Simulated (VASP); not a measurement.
# AlCo (Pm-3m) in VASP: further runs

The runs below take AlCo through single point, with LDA, PBEsol.

All numbers are computed with VASP 6.6.1; they aren't measurements. Logs are shortened: lines on timing, memory, paths and dates and some standing lists are left out, and cuts for length are marked.

**1. The cell of the first run**

It takes space group Pm-3m (No. 221, cubic). The conventional cell has a = 2.857 Å, b = 2.857 Å, c = 2.857 Å, α = 90.00°, β = 90.00°, γ = 90.00°. Within 3.3 Å of Co (site symmetry m-3m) lie 8 Al at 2.47 Å and 6 Co at 2.86 Å. Al (site symmetry m-3m) has 8 Co at 2.47 Å and 6 Al at 2.86 Å within 3.3 Å.

**2. Single point, LDA, collinear spin, ferromagnetic start (volume scaled by 1.04)**

INCAR reads:

```
SYSTEM = AlCo
ALGO = Normal ; EDIFF = 1E-7
ENCUT = 520 ; GGA = CA
ISIF = 2 ; ISMEAR = -1
ISPIN = 2 ; LASPH = .True.
LCHARG = .False. ; LMAXMIX = 4
LORBIT = 11 ; LREAL = .False.
LWAVE = .False. ; MAGMOM = 2 0
NBANDS = 17 ; NELM = 150
PREC = Accurate ; SIGMA = 0.05
```

KPOINTS reads:

```
k-points
0
Gamma
  9 9 9
  0 0 0
```

POSCAR reads:

```
AlCo
1.0
    2.8565048754      0.0000000000      0.0000000000
    0.0000000000      2.8565048754      0.0000000000
    0.0000000000      0.0000000000      2.8565048754
Co Al
1 1
Direct
    0.5000000000      0.5000000000      0.5000000000
    0.0000000000      0.0000000000      0.0000000000
```

Potentials or basis: VASP PAW LDA potentials, release 64 (Co, Al).

The run is started by

```bash
$ cat potpaw_LDA.64/Co/POTCAR potpaw_LDA.64/Al/POTCAR > POTCAR
$ mpirun -np 1 vasp_std > vasp.out
```

OUTCAR:

```text
SYSTEM = AlCo
   EDIFF = 1E-7
   ENCUT = 520
   GGA = CA
   ISIF = 2
   ISMEAR = -1
   ISPIN = 2
   LASPH = .True.
   LORBIT = 11
   LREAL = .False.
   NELM = 150
   PREC = Accurate

 ion  position               nearest neighbor table
   1  0.500  0.500  0.500-   2 2.47   2 2.47   2 2.47   2 2.47   2 2.47   2 2.47   2 2.47   2 2.47

   2  0.000  0.000  0.000-   1 2.47   1 2.47   1 2.47   1 2.47   1 2.47   1 2.47   1 2.47   1 2.47

  LATTYP: Found a simple cubic cell.
 ALAT       =     2.8565048754

  Lattice vectors:

 A1 = (   2.8565048754,   0.0000000000,   0.0000000000)
 A2 = (   0.0000000000,   2.8565048754,   0.0000000000)
 A3 = (   0.0000000000,   0.0000000000,   2.8565048754)

Analysis of symmetry for initial positions (statically):
=====================================================================
 Subroutine PRICEL returns:
 Original cell was already a primitive cell.

 Routine SETGRP: Setting up the symmetry group for a
 simple cubic supercell.

 Subroutine GETGRP returns: Found 48 space group operations
 (whereof 48 operations were pure point group operations)
 out of a pool of 48 trial point group operations.

The static configuration has the point symmetry O_h .

Analysis of symmetry for dynamics (positions and initial velocities):
=====================================================================
 Subroutine PRICEL returns:
 Original cell was already a primitive cell.

 Routine SETGRP: Setting up the symmetry group for a
 simple cubic supercell.

 Subroutine GETGRP returns: Found 48 space group operations
 (whereof 48 operations were pure point group operations)
 out of a pool of 48 trial point group operations.

The dynamic configuration has the point symmetry O_h .

Analysis of structural, dynamic, and magnetic symmetry:
=====================================================================
 Subroutine PRICEL returns:
 Original cell was already a primitive cell.

 Routine SETGRP: Setting up the symmetry group for a
 simple cubic supercell.

 Subroutine GETGRP returns: Found 48 space group operations
 (whereof 48 operations were pure point group operations)
 out of a pool of 48 trial point group operations.

The overall configuration has the point symmetry O_h .

 Subroutine INISYM returns: Found 48 space group operations
 (whereof 48 operations are pure point group operations),
 and found     1 'primitive' translations

----------------------------------------------------------------------------------------

                                     Primitive cell

  volume of cell :      23.3080

  direct lattice vectors                    reciprocal lattice vectors
     2.856504875  0.000000000  0.000000000     0.350078170  0.000000000  0.000000000
     0.000000000  2.856504875  0.000000000     0.000000000  0.350078170  0.000000000
     0.000000000  0.000000000  2.856504875     0.000000000  0.000000000  0.350078170

  length of vectors
     2.856504875  2.856504875  2.856504875     0.350078170  0.350078170  0.350078170

  position of ions in fractional coordinates (direct lattice)
     0.500000000  0.500000000  0.500000000
     0.000000000  0.000000000  0.000000000

  ion indices of the primitive-cell ions
   primitive index   ion index
                 1           1
                 2           2

----------------------------------------------------------------------------------------

 KPOINTS: k-points

Automatic generation of k-mesh.
 Grid dimensions read from file:
 generate k-points for:    9    9    9

 Generating k-lattice:

  Cartesian coordinates                     Fractional coordinates (reciprocal lattice)
     0.038897574  0.000000000  0.000000000     0.111111111  0.000000000  0.000000000
     0.000000000  0.038897574  0.000000000     0.000000000  0.111111111  0.000000000
     0.000000000  0.000000000  0.038897574     0.000000000  0.000000000  0.111111111

  Length of vectors
     0.038897574  0.038897574  0.038897574

  Shift w.r.t. Gamma in fractional coordinates (k-lattice)
     0.000000000  0.000000000  0.000000000

 Subroutine IBZKPT returns following result:
 ===========================================

 Found     35 irreducible k-points:

 Following reciprocal coordinates:
            Coordinates               Weight
  0.000000  0.000000  0.000000      1.000000
  0.111111  0.000000  0.000000      6.000000
  0.222222  0.000000  0.000000      6.000000
  0.333333  0.000000  0.000000      6.000000
  0.444444  0.000000  0.000000      6.000000
  0.111111  0.111111  0.000000     12.000000
[... 16 lines left out ...]
  0.333333  0.333333  0.111111     24.000000
  0.444444  0.333333  0.111111     48.000000
 [... further k-points ...]
   k-points           NKPTS =     35   k-points in BZ     NKDIM =     35   number of bands    NBANDS=     17
   number of dos      NEDOS =    301   number of ions     NIONS =      2
   total plane-waves  NPLWV =  13824
   dimension x,y,z NGX =    24 NGY =   24 NGZ =   24
   dimension x,y,z NGXF=    48 NGYF=   48 NGZF=   48
   ions per type =               1   1
   NGX,Y,Z   is equivalent  to a cutoff of  13.97, 13.97, 13.97 a.u.
   NGXF,Y,Z  is equivalent  to a cutoff of  27.94, 27.94, 27.94 a.u.
 SYSTEM =  AlCo
   PREC   = accura    normal or accurate (medium, high low for compatibility)
   ISTART =      0    job   : 0-new  1-cont  2-samecut
   ICHARG =      2    charge: 1-file 2-atom 10-const
   ISPIN  =      2    spin polarized calculation?
   LNONCOLLINEAR =      F non collinear calculations
   LSORBIT =      F    spin-orbit coupling
   LASPH  =      T    aspherical Exc in radial PAW
   ENCUT  =  520.0 eV  38.22 Ry    6.18 a.u.   5.31  5.31  5.31*2*pi/ulx,y,z
   NELM   =    150;   NELMIN=  2; NELMDL= -5     # of ELM steps
   EDIFF  = 0.1E-06   stopping-criterion for ELM
   LREAL  =      F    real-space projection
   EDIFFG = 0.1E-05   stopping-criterion for IOM
   NSW    =      0    number of steps for IOM
   IBRION =     -1    ionic relax: 0-MD 1-quasi-New 2-CG
   NFREE  =      0    steps in history (QN), initial steepest desc. (CG)
   ISIF   =      2    stress and relaxation
   ISYM   =      2    0-nonsym 1-usesym 2-fastsym
   POTIM  = 0.5000    time-step for ionic-motion
   TEBEG  =    0.0;   TEEND  =   0.0 temperature during run
   PSTRESS=    0.0 pullay stress
   NELECT =      12.0000    total number of electrons
   NUPDOWN=      -1.0000    fix difference up-down
   EMIN   =  10.00;   EMAX   =-10.00  energy-range for DOS
   EFERMI =   0.00;   METHOD = LEGACY
   ISMEAR =    -1;   SIGMA  =   0.05  broadening in eV -4-tet -1-fermi 0-gaus
   EFERMI_NEDOS =   21; number of points for ismear=-14 and -15
   IALGO  =     38    algorithm
   IMIX   =      4    mixing-type and parameters
     AMIX     =   0.40;   BMIX     =  1.00
     AMIX_MAG =   1.60;   BMIX_MAG =  1.00
  volume/ion in A,a.u.               =      11.65        78.65
  Fermi-wavevector in a.u.,A,eV,Ry     =   1.312100  2.479510 23.423878  1.721606
  Thomas-Fermi vector in A             =   2.442516
   LORBIT       =     11    0 simple, 1 ext, 2 COOP (PROOUT), +10 PAW based schemes
   GGA     = CA    functional components
   LHFCALC =     F    Hartree Fock is set to
   AEXX    =    0.0000 exact exchange contribution
   IVDW    =     0    specifies the selected vdW correction
   LEPSILON=     F    determine dielectric tensor
   LRPA    =     F    only Hartree local field effects (RPA)
 spin polarized calculation
  energy-cutoff  :      520.00
  volume of cell :       23.31
 maximum number of plane-waves:       647
 NGX is ok and might be reduce to    24
   NGX = 11   NGY = 11   NGZ = 11

 number of electron      11.9999997 magnetization      -0.0030651

 number of electron      11.9999997 magnetization       0.0000431

 Free energy of the ion-electron system (eV)
  ---------------------------------------------------
  ext. energy  EPLUGINS =         0.00000000
  ---------------------------------------------------
  free energy    TOTEN  =       -13.65890640 eV

  energy without entropy =      -13.65399874  energy(sigma->0) =      -13.65645257

 E-fermi :  10.1690     XC(G=0): -12.4776

 val. band max:       10.1243789130   @ k =   0.4444   0.4444   0.1111
 cond. band min:      10.2803949143   @ k =   0.4444   0.3333   0.0000
 fundamental gap:      0.1560160013
 Fermi energy:        10.1690219826

 spin component 1

 k-point     1 :       0.0000    0.0000    0.0000
  band No.  band energies     occupation
      1      -0.7585      1.00000
      2       7.2501      1.00000
      3       7.2501      1.00000
      4       9.4046      1.00000
      5       9.4046      1.00000
      6       9.4046      1.00000
[... 9 lines left out ...]
     16      33.8915      0.00000
     17      33.8915      0.00000
[... 441 lines left out ...]
 k-point    24 :       0.4444    0.3333    0.1111
  band No.  band energies     occupation
      1       4.3493      1.00000
      2       6.0278      1.00000
      3       7.5546      1.00000
      4       8.1549      1.00000
      5       8.9043      1.00000
      6       9.0346      1.00000
[... 9 lines left out ...]
     16      31.5764      0.00000
     17      33.1614      0.00000

 [... further k-points ...]

 spin component 2

 k-point     1 :       0.0000    0.0000    0.0000
  band No.  band energies     occupation
      1      -0.7585      1.00000
      2       7.2502      1.00000
      3       7.2502      1.00000
      4       9.4046      1.00000
      5       9.4046      1.00000
      6       9.4046      1.00000
[... 9 lines left out ...]
     16      33.8915      0.00000
     17      33.8915      0.00000
[... 441 lines left out ...]
 k-point    24 :       0.4444    0.3333    0.1111
  band No.  band energies     occupation
      1       4.3493      1.00000
      2       6.0278      1.00000
      3       7.5546      1.00000
      4       8.1549      1.00000
      5       8.9043      1.00000
      6       9.0347      1.00000
[... 9 lines left out ...]
     16      31.5764      0.00000
     17      33.1614      0.00000

 [... further k-points ...]
[... 5 lines left out ...]
  --------------------------------------------------------------------------------------
  -------------------------------------------------------------------------------------
  Total       -1.7087256     -1.7087256     -1.7087256      0.0000000     -0.0000000      0.0000000
  in kB     -117.4567556   -117.4567556   -117.4567556      0.0000000     -0.0000000      0.0000000
  external PRESSURE =    -117.4567556 kB  Pullay stress =       0.0000000 kB

 VOLUME and BASIS-vectors are now :
 -----------------------------------------------------------------------------
  energy-cutoff  :      520.00
  volume of cell :       23.31
      direct lattice vectors                 reciprocal lattice vectors
     2.856504875  0.000000000  0.000000000     0.350078170  0.000000000  0.000000000
     0.000000000  2.856504875  0.000000000     0.000000000  0.350078170  0.000000000
     0.000000000  0.000000000  2.856504875     0.000000000  0.000000000  0.350078170

 POSITION                                       TOTAL-FORCE (eV/Angst)
 -----------------------------------------------------------------------------------
      1.42825      1.42825      1.42825         0.000000      0.000000      0.000000
      0.00000      0.00000      0.00000         0.000000      0.000000      0.000000
 -----------------------------------------------------------------------------------
    total drift:                                0.000000     -0.000000     -0.000000

  FREE ENERGIE OF THE ION-ELECTRON SYSTEM (eV)
  ---------------------------------------------------
  free  energy   TOTEN  =       -13.6589063977 eV

  energy  without entropy=      -13.6539987387  energy(sigma->0) =      -13.65645257

 total charge

# of ion       s       p       d       tot
------------------------------------------
    1        0.434   0.497   7.530   8.461
    2        0.399   0.430   0.000   0.829
--------------------------------------------------
tot          0.833   0.927   7.530   9.290

 magnetization (x)

# of ion       s       p       d       tot
------------------------------------------
    1       -0.000  -0.000   0.000   0.000
    2       -0.000  -0.000   0.000  -0.000
--------------------------------------------------
tot         -0.000  -0.000   0.000   0.000
```

Wall time 32 s (1 thread of Intel Xeon 8259CL, shared host); peak memory 0.15 GiB.

What came out:

```
Free energy                                           : -13.6589 eV
Pressure                                              : -11.7 GPa
Band gap on the k mesh                                : zero (filled and empty bands overlap)
Net moment                                            : 0.00 μB per cell
Valence electrons inside the program's atomic spheres : Co 8.46; Al 0.83
```

Levels at points of the mesh, in eV from the Fermi level:
Spin up:
| k point | band 3 | band 4 | band 5 | band 6 | band 7 | band 8 | band 9 | band 10 |
| --- | --- | --- | --- | --- | --- | --- | --- | --- |
| (0.00, 0.00, 0.00) | -2.92 | -0.76 | -0.76 | -0.76 | 5.94 | 5.94 | 5.94 | 8.83 |
Spin down:
```
           k point  band 3  band 4  band 5  band 6  band 7  band 8  band 9  band 10
(0.00, 0.00, 0.00)   -2.92   -0.76   -0.76   -0.76    5.94    5.94    5.94     8.83
```

Caveat: the starting moments collapsed, and a magnetic state may lie lower.

(Part 1 of 2 ends here.)
